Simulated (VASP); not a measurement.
The system is PtSe2.

```
Pt Se
1.0
     3.72400    0.00000    0.00000
    -1.86200    3.22508    0.00000
     0.00000    0.00000    5.06200
Pt Se
1 2
Direct
  0.00000 0.00000 0.00000
  0.66667 0.33333 0.75000
  0.33333 0.66667 0.25000
```

| Item | Value |
| --- | --- |
| Program | VASP 6.6.1 |
| Task | relaxation of cell and atoms |
| Functional | RPBE |
| Potentials or basis | VASP PAW PBE potentials, release 64 (Pt, Se) |
| Cutoff | 600 eV |
| k mesh | 8 × 8 × 5 |
| Occupations | fermi-dirac, width 0.05 eV |
| Spin | no spin polarisation |

At the start: pressure 9.8 GPa; volume 20.27 Å³/atom.

Question: How do energy, volume and symmetry change on relaxing?

Answer: Over 24 steps the energy falls by 108.8 meV/atom and the volume is 31.77 Å³/atom (+56.8 %); space group P-3m1 (No. 164, to 0.1 Å) before and after.

The path:
```csv
step,energy change (eV),largest force (eV/Å),pressure (GPa),volume (Å³)
1,0.0000,0.6440,9.78,60.80
2,0.1214,1.2298,-8.83,72.34
3,-0.1306,0.2920,0.06,65.23
4,-0.1307,0.2735,0.26,65.12
5,-0.1394,0.2512,0.22,65.58
6,-0.1632,0.1785,0.20,66.97
7,-0.2015,0.0031,0.44,69.74
8,-0.2309,0.4945,1.81,75.33
9,-0.2362,0.4641,1.58,75.82
10,-0.2498,0.3772,0.90,77.29
11,-0.2680,0.2172,-0.28,80.26
12,-0.2750,0.0529,-2.08,86.29
13,-0.2852,0.0723,-2.00,87.52
14,-0.3075,0.1043,-1.64,91.16
15,-0.3241,0.0707,-0.50,98.05
16,-0.3239,0.0727,-0.66,97.03
17,-0.3257,0.0404,-0.10,95.66
18,-0.3257,0.0503,-0.06,95.54
19,-0.3257,0.0526,-0.05,95.51
20,-0.3259,0.0463,-0.02,95.46
21,-0.3263,0.0275,0.03,95.30
22,-0.3263,0.0201,0.06,95.24
23,-0.3264,0.0022,-0.06,95.33
24,-0.3264,0.0053,-0.02,95.30
```

Final structure:
```
CELL_PARAMETERS angstrom
3.77786 0.00000 0.00000
-1.88893 3.27172 0.00000
0.00000 0.00000 7.71026
ATOMIC_POSITIONS crystal
Pt 0.00000 0.00000 0.00000
Se 0.66667 0.33333 0.83030
Se 0.33333 0.66667 0.16970
```

Caveat: the volume moved by over 15 % at a fixed basis, so the end points are rough; the PAW data sets were made with another functional, which shifts forces and pressure a little; this functional lacks dispersion, which binds the layers, so the pressure and a relaxed spacing across them are unreliable.
